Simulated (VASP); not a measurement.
## BN: single point with r2SCAN

BN:

```xyz
2
Lattice="-0.0714 1.7335 1.7335 1.7335 -0.0714 1.7335 1.7335 1.7335 -0.0714" Properties=species:S:1:pos:R:3 pbc="T T T"
B    -0.0041   -0.0041   -0.0041
N     0.8530    0.8530    0.8530
```

This cell differs from its parent crystal: strain along [111] -5.9%.

```yaml
Program: VASP 6.6.1
Task: single point
Functional: r2SCAN
Potentials_or_basis: VASP PAW PBE potentials, release 64 (B, N)
Cutoff: 520 eV
k_mesh: 12 × 12 × 12
Occupations: gaussian, width 0.01 eV
Spin: no spin polarisation
Dipole_correction: no
Further_INCAR_settings: ALGO = Normal; EDIFF = 1e-07; NBANDS = 11
```

```yaml
Pressure: 29.6 GPa
Largest_force: 0.013 eV/Å
Band_gap_on_the_k_mesh: 4.66 eV, indirect (least direct gap 9.07 eV)
```

Forces in eV/Å, atoms in the order of the input:
```
B   -0.007 -0.007 -0.007
N    0.007  0.007  0.007
```

Stress tensor (GPa, compression positive):
```
29.59 21.98 21.98
21.98 29.59 21.98
21.98 21.98 29.59
```

Levels at points of the mesh, in eV from the valence-band top:
| k point | band 1 | band 2 | band 3 | band 4 | band 5 | band 6 | band 7 | band 8 | band 9 |
| --- | --- | --- | --- | --- | --- | --- | --- | --- | --- |
| (0.00, 0.00, 0.00) | -22.36 | -0.42 | -0.42 | 0.00 | 9.07 | 9.07 | 9.67 | 12.99 | 27.17 |
| (0.50, 0.00, 0.00) | -17.92 | -12.06 | -2.25 | -2.18 | 11.29 | 11.33 | 12.72 | 16.89 | 25.52 |
| (0.50, 0.50, 0.00) | -16.21 | -10.04 | -6.16 | -5.21 | 4.66 | 10.11 | 19.62 | 20.03 | 23.45 |
| (0.50, 0.50, 0.50) | -17.15 | -11.76 | -2.95 | -2.95 | 10.22 | 10.99 | 10.99 | 16.66 | 25.65 |

Wall time 63 s on 1 thread of AMD EPYC 7R13 Processor (Zen 3), on a shared host, peak memory 0.1 GiB.

Caveat: the cell differs from its parent crystal (strain along [111] -5.9%); the PAW data sets were made with another functional, which shifts forces and pressure a little. A k mesh can miss the band edges.
